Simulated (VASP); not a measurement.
# LiRu2 (Fm-3m) in VASP: a series of runs

The runs below take LiRu2 through single point, relaxation of cell and atoms, with PBE.

Everything below comes from runs of VASP 6.6.1. Logs are shortened: lines on timing, memory, paths and dates and some standing lists are left out, and cuts for length are marked.

## (1) The cell of the first run

The structure is cubic, space group Fm-3m (No. 225). The conventional cell has a = 5.458 Å, b = 5.458 Å, c = 5.458 Å, α = 90.00°, β = 90.00°, γ = 90.00°. Within 3.1 Å of Li (site symmetry m-3m) lie 8 Ru at 2.36 Å. Ru (site symmetry -43m) has 4 Li at 2.36 Å and 6 Ru at 2.73 Å within 3.1 Å.

## (2) Single point, PBE

INCAR reads:

```
SYSTEM = LiRu2
PREC     = Accurate       ! precision mode
ENCUT    = 520            ! plane-wave cutoff, eV
EDIFF    = 1E-7           ! SCF threshold, eV
ISMEAR   = 0              ! smearing method
SIGMA    = 0.1            ! smearing width, eV
LREAL    = .FALSE.        ! projectors in reciprocal space
LASPH    = .TRUE.         ! aspherical terms in the spheres
NELM     = 60             ! most SCF steps
ALGO     = Fast           ! electronic algorithm
ISIF     = 2              ! what is computed and relaxed
LWAVE    = .FALSE.        ! write WAVECAR
LCHARG   = .TRUE.         ! write CHGCAR
GGA      = PE             ! functional
LELF     = .TRUE.         ! ELF
LVHAR    = .TRUE.       
NBANDS   = 22             ! bands
```

KPOINTS reads:

```
regular mesh
0
G
  14 14 14
  0 0 0
```

POSCAR reads:

```
LiRu2
1.0
    0.0000000000      2.7290011719      2.7290011719
    2.7290011719      0.0000000000      2.7290011719
    2.7290011719      2.7290011719      0.0000000000
Li Ru
1 2
Direct
    0.0000000000      0.0000000000      0.0000000000
    0.2500000000      0.2500000000      0.2500000000
    0.7500000000      0.7500000000      0.7500000000
```

Potentials or basis: VASP PAW PBE potentials, release 64 (Li_sv, Ru_pv).

Started as:

```sh
$ cat potpaw_PBE.64/Li_sv/POTCAR potpaw_PBE.64/Ru_pv/POTCAR > POTCAR
$ mpirun -np 1 vasp_std > vasp.out
```

OUTCAR:

```text
SYSTEM = LiRu2
   PREC = Accurate
   ENCUT = 520
   EDIFF = 1E-7
   ISMEAR = 0
   LREAL = .FALSE.
   LASPH = .TRUE.
   NELM = 60
   ISIF = 2
   GGA = PE

 ion  position               nearest neighbor table
   1  0.000  0.000  0.000-   3 2.36   3 2.36   3 2.36   2 2.36   2 2.36   2 2.36   3 2.36   2 2.36

   2  0.250  0.250  0.250-   1 2.36   1 2.36   1 2.36   1 2.36   3 2.73   3 2.73   3 2.73   3 2.73
                             3 2.73   3 2.73
   3  0.750  0.750  0.750-   1 2.36   1 2.36   1 2.36   1 2.36   2 2.73   2 2.73   2 2.73   2 2.73
                             2 2.73   2 2.73

  LATTYP: Found a face centered cubic cell.
 ALAT       =     5.4580023438

  Lattice vectors:

 A1 = (   0.0000000000,   2.7290011719,   2.7290011719)
 A2 = (   2.7290011719,   0.0000000000,   2.7290011719)
 A3 = (   2.7290011719,   2.7290011719,   0.0000000000)

Analysis of symmetry for initial positions (statically):
=====================================================================
 Subroutine PRICEL returns:
 Original cell was already a primitive cell.

 Routine SETGRP: Setting up the symmetry group for a
 face centered cubic supercell.

 Subroutine GETGRP returns: Found 48 space group operations
 (whereof 48 operations were pure point group operations)
 out of a pool of 48 trial point group operations.

The static configuration has the point symmetry O_h .

Analysis of symmetry for dynamics (positions and initial velocities):
=====================================================================
 Subroutine PRICEL returns:
 Original cell was already a primitive cell.

 Routine SETGRP: Setting up the symmetry group for a
 face centered cubic supercell.

 Subroutine GETGRP returns: Found 48 space group operations
 (whereof 48 operations were pure point group operations)
 out of a pool of 48 trial point group operations.

The dynamic configuration has the point symmetry O_h .

 Subroutine INISYM returns: Found 48 space group operations
 (whereof 48 operations are pure point group operations),
 and found     1 'primitive' translations

----------------------------------------------------------------------------------------

                                     Primitive cell

  volume of cell :      40.6482

  direct lattice vectors                    reciprocal lattice vectors
     0.000000000  2.729001172  2.729001172    -0.183217217  0.183217217  0.183217217
     2.729001172  0.000000000  2.729001172     0.183217217 -0.183217217  0.183217217
     2.729001172  2.729001172  0.000000000     0.183217217  0.183217217 -0.183217217

  length of vectors
     3.859390469  3.859390469  3.859390469     0.317341529  0.317341529  0.317341529

  position of ions in fractional coordinates (direct lattice)
     0.000000000  0.000000000  0.000000000
     0.250000000  0.250000000  0.250000000
     0.750000000  0.750000000  0.750000000

  ion indices of the primitive-cell ions
   primitive index   ion index
                 1           1
                 2           2
                 3           3

----------------------------------------------------------------------------------------

 KPOINTS: regular mesh

Automatic generation of k-mesh.
 Grid dimensions read from file:
 generate k-points for:   14   14   14

 Generating k-lattice:

  Cartesian coordinates                     Fractional coordinates (reciprocal lattice)
    -0.013086944  0.013086944  0.013086944     0.071428571  0.000000000  0.000000000
     0.013086944 -0.013086944  0.013086944     0.000000000  0.071428571  0.000000000
     0.013086944  0.013086944 -0.013086944     0.000000000  0.000000000  0.071428571

  Length of vectors
     0.022667252  0.022667252  0.022667252

  Shift w.r.t. Gamma in fractional coordinates (k-lattice)
     0.000000000  0.000000000  0.000000000

 Subroutine IBZKPT returns following result:
 ===========================================

 Found    104 irreducible k-points:

 Following reciprocal coordinates:
            Coordinates               Weight
  0.000000  0.000000  0.000000      1.000000
  0.071429  0.000000  0.000000      8.000000
  0.142857  0.000000  0.000000      8.000000
  0.214286  0.000000  0.000000      8.000000
  0.285714  0.000000  0.000000      8.000000
  0.357143  0.000000  0.000000      8.000000
[... 16 lines left out ...]
  0.214286  0.142857  0.000000     24.000000
  0.285714  0.142857  0.000000     24.000000
 [... further k-points ...]
   k-points           NKPTS =    104   k-points in BZ     NKDIM =    104   number of bands    NBANDS=     22
   number of dos      NEDOS =    301   number of ions     NIONS =      3
   total plane-waves  NPLWV =  27000
   dimension x,y,z NGX =    30 NGY =   30 NGZ =   30
   dimension x,y,z NGXF=    60 NGYF=   60 NGZF=   60
   ions per type =               1   2
   NGX,Y,Z   is equivalent  to a cutoff of  12.92, 12.92, 12.92 a.u.
   NGXF,Y,Z  is equivalent  to a cutoff of  25.85, 25.85, 25.85 a.u.
 SYSTEM =  LiRu2
   PREC   = accura    normal or accurate (medium, high low for compatibility)
   ISTART =      0    job   : 0-new  1-cont  2-samecut
   ICHARG =      2    charge: 1-file 2-atom 10-const
   ISPIN  =      1    spin polarized calculation?
   LNONCOLLINEAR =      F non collinear calculations
   LSORBIT =      F    spin-orbit coupling
   LASPH  =      T    aspherical Exc in radial PAW
   ENCUT  =  520.0 eV  38.22 Ry    6.18 a.u.   7.18  7.18  7.18*2*pi/ulx,y,z
   NELM   =     60;   NELMIN=  2; NELMDL= -5     # of ELM steps
   EDIFF  = 0.1E-06   stopping-criterion for ELM
   LREAL  =      F    real-space projection
   EDIFFG = 0.1E-05   stopping-criterion for IOM
   NSW    =      0    number of steps for IOM
   IBRION =     -1    ionic relax: 0-MD 1-quasi-New 2-CG
   NFREE  =      0    steps in history (QN), initial steepest desc. (CG)
   ISIF   =      2    stress and relaxation
   ISYM   =      2    0-nonsym 1-usesym 2-fastsym
   POTIM  = 0.5000    time-step for ionic-motion
   TEBEG  =    0.0;   TEEND  =   0.0 temperature during run
   PSTRESS=    0.0 pullay stress
   NELECT =      31.0000    total number of electrons
   NUPDOWN=      -1.0000    fix difference up-down
   EMIN   =  10.00;   EMAX   =-10.00  energy-range for DOS
   EFERMI =   0.00;   METHOD = LEGACY
   ISMEAR =     0;   SIGMA  =   0.10  broadening in eV -4-tet -1-fermi 0-gaus
   EFERMI_NEDOS =   21; number of points for ismear=-14 and -15
   IALGO  =     68    algorithm
   IMIX   =      4    mixing-type and parameters
     AMIX     =   0.40;   BMIX     =  1.00
     AMIX_MAG =   1.60;   BMIX_MAG =  1.00
  volume/ion in A,a.u.               =      13.55        91.44
  Fermi-wavevector in a.u.,A,eV,Ry     =   1.495713  2.826488 30.438384  2.237158
  Thomas-Fermi vector in A             =   2.607823
   LORBIT       =      0    0 simple, 1 ext, 2 COOP (PROOUT), +10 PAW based schemes
   GGA     = PE    functional components
   LHFCALC =     F    Hartree Fock is set to
   AEXX    =    0.0000 exact exchange contribution
   IVDW    =     0    specifies the selected vdW correction
   LEPSILON=     F    determine dielectric tensor
   LRPA    =     F    only Hartree local field effects (RPA)
 non-spin polarized calculation
 RMM-DIIS sequential band-by-band and
 Gauss-broadening in eV      SIGMA  =   0.10
  energy-cutoff  :      520.00
  volume of cell :       40.65
 maximum number of plane-waves:      1113
 NGX is ok and might be reduce to    30
   NGX = 15   NGY = 15   NGZ = 15

 number of electron      31.0000002 magnetization

 Free energy of the ion-electron system (eV)
  ---------------------------------------------------
  ext. energy  EPLUGINS =         0.00000000
  ---------------------------------------------------
  free energy    TOTEN  =       -17.20981156 eV

  energy without entropy =      -17.18264728  energy(sigma->0) =      -17.19622942

 E-fermi :   8.4154     XC(G=0): -12.2199

 val. band max:        8.4131257941   @ k =  -0.3571   0.4286   0.1429
 cond. band min:       8.4197810788   @ k =  -0.2143   0.3571   0.1429
 fundamental gap:      0.0066552847
 Fermi energy:         8.4153699527

 k-point     1 :       0.0000    0.0000    0.0000
  band No.  band energies     occupation
      1     -35.9980      2.00000
      2     -34.0467      2.00000
      3     -34.0467      2.00000
      4     -34.0467      2.00000
      5     -33.6759      2.00000
      6     -33.6759      2.00000
[... 14 lines left out ...]
     21      17.7802      0.00000
     22      19.7342      0.00000

 k-point     2 :       0.0714    0.0000    0.0000
  band No.  band energies     occupation
      1     -35.9998      2.00000
      2     -34.0430      2.00000
      3     -34.0424      2.00000
      4     -34.0424      2.00000
      5     -33.6809      2.00000
      6     -33.6809      2.00000
[... 14 lines left out ...]
     21      17.8666      0.00000
     22      19.4746      0.00000

 k-point     3 :       0.1429    0.0000    0.0000
  band No.  band energies     occupation
      1     -36.0047      2.00000
      2     -34.0316      2.00000
      3     -34.0295      2.00000
      4     -34.0295      2.00000
      5     -33.6955      2.00000
      6     -33.6955      2.00000
[... 14 lines left out ...]
     21      18.0473      0.00000
     22      19.3293      0.00000
[... 476 lines left out ...]
 k-point    23 :       0.2143    0.1429    0.0000
  band No.  band energies     occupation
      1     -36.0125      2.00000
      2     -34.0576      2.00000
      3     -34.0576      2.00000
      4     -33.9219      2.00000
      5     -33.7990      2.00000
      6     -33.6694      2.00000
[... 14 lines left out ...]
     21      17.6127      0.00000
     22      18.9180      0.00000

 k-point    24 :       0.2857    0.1429    0.0000
  band No.  band energies     occupation
      1     -36.0198      2.00000
      2     -34.0484      2.00000
      3     -34.0481      2.00000
      4     -33.8780      2.00000
      5     -33.8424      2.00000
      6     -33.6808      2.00000
[... 14 lines left out ...]
     21      17.2151      0.00000
     22      19.6419      0.00000

 [... further k-points ...]

------------------------ aborting loop because EDIFF is reached ----------------------------------------

  FORCE on cell =-STRESS in cart. coord.  units (eV):
  Direction    XX          YY          ZZ          XY          YZ          ZX
  --------------------------------------------------------------------------------------
  -------------------------------------------------------------------------------------
  Total        0.0390145      0.0390145      0.0390145     -0.0000000      0.0000000     -0.0000000
  in kB        1.5377835      1.5377835      1.5377835     -0.0000000      0.0000000     -0.0000000
  external PRESSURE =       1.5377835 kB  Pullay stress =       0.0000000 kB

 VOLUME and BASIS-vectors are now :
 -----------------------------------------------------------------------------
  energy-cutoff  :      520.00
  volume of cell :       40.65
      direct lattice vectors                 reciprocal lattice vectors
     0.000000000  2.729001172  2.729001172    -0.183217217  0.183217217  0.183217217
     2.729001172  0.000000000  2.729001172     0.183217217 -0.183217217  0.183217217
     2.729001172  2.729001172  0.000000000     0.183217217  0.183217217 -0.183217217

 POSITION                                       TOTAL-FORCE (eV/Angst)
 -----------------------------------------------------------------------------------
      0.00000      0.00000      0.00000        -0.000000      0.000000     -0.000000
      1.36450      1.36450      1.36450         0.000000      0.000000      0.000000
      4.09350      4.09350      4.09350        -0.000000     -0.000000     -0.000000
 -----------------------------------------------------------------------------------
    total drift:                               -0.000000      0.000000      0.000000

  FREE ENERGIE OF THE ION-ELECTRON SYSTEM (eV)
  ---------------------------------------------------
  free  energy   TOTEN  =       -17.2098115568 eV

  energy  without entropy=      -17.1826472774  energy(sigma->0) =      -17.19622942
```

It took 74 s on 1 thread of Intel Xeon 6975P-C (Granite Rapids), shared host; peak memory 0.22 GiB.

What came out:

```
Free energy            : -17.2098 eV
Band gap on the k mesh : zero (an odd number of electrons rules out a gap without spin polarisation)
```

Caveat: the cutoff is under 1.25 times the usual one of these potentials, so pressure, stress and relaxed cells hold a basis-set (Pulay) error.

## (3) Relaxation of cell and atoms, PBE

INCAR reads:

```
SYSTEM = LiRu2
ALGO = Normal
EDIFF = 1E-7
EDIFFG = -0.01
ENCUT = 600
GGA = PE
IBRION = 2
ISIF = 3
ISMEAR = 0
LASPH = .TRUE.
LCHARG = .FALSE.
LREAL = .FALSE.
LWAVE = .FALSE.
NELM = 60
NSW = 100
PREC = Accurate
SIGMA = 0.1
```

KPOINTS reads:

```
k-points
0
G
  14 14 14
  0 0 0
```

POSCAR reads:

```
LiRu2
1.0
    0.0000000000      2.7299666910      2.7299666910
    2.7299666910      0.0000000000      2.7299666910
    2.7299666910      2.7299666910      0.0000000000
Li Ru
1 2
Direct
    0.0000000000      0.0000000000      0.0000000000
    0.2500000000      0.2500000000      0.2500000000
    0.7500000000      0.7500000000      0.7500000000
```

Potentials or basis: VASP PAW PBE potentials, release 64 (Li_sv, Ru_pv).

Started as:

```sh
$ cat potpaw_PBE.64/Li_sv/POTCAR potpaw_PBE.64/Ru_pv/POTCAR > POTCAR
$ mpirun -np 1 vasp_std > vasp.out
```

Wall time 27 s (1 thread of Intel Xeon 6975P-C (Granite Rapids), shared host); peak memory 0.23 GiB.

Results (log left out):

* Free energy: -17.2117 eV
* Pressure after relaxing: -0.1 GPa
* Band gap on the k mesh: zero (an odd number of electrons rules out a gap without spin polarisation)

Final structure:
```xyz
3
Lattice="0.0000 2.7300 2.7300 2.7300 0.0000 2.7300 2.7300 2.7300 0.0000" Properties=species:S:1:pos:R:3 pbc="T T T"
Li    0.0000    0.0000    0.0000
Ru    1.3650    1.3650    1.3650
Ru    4.0950    4.0950    4.0950
```

Levels at points of the mesh, in eV from the Fermi level:
```
           k point  band 13  band 14  band 15  band 16  band 17  band 18
(0.00, 0.00, 0.00)    -3.90     1.01     1.01     1.01     2.55     2.55
(0.50, 0.00, 0.00)    -1.85    -0.93    -0.93    -0.88    -0.88     0.03
(0.50, 0.50, 0.00)    -1.02    -0.48    -0.48     0.32     1.20     2.43
```

Caveat: the cutoff is under 1.25 times the usual one of these potentials, so pressure, stress and relaxed cells hold a basis-set (Pulay) error; the relaxation stopped at its first step, so nothing moved.
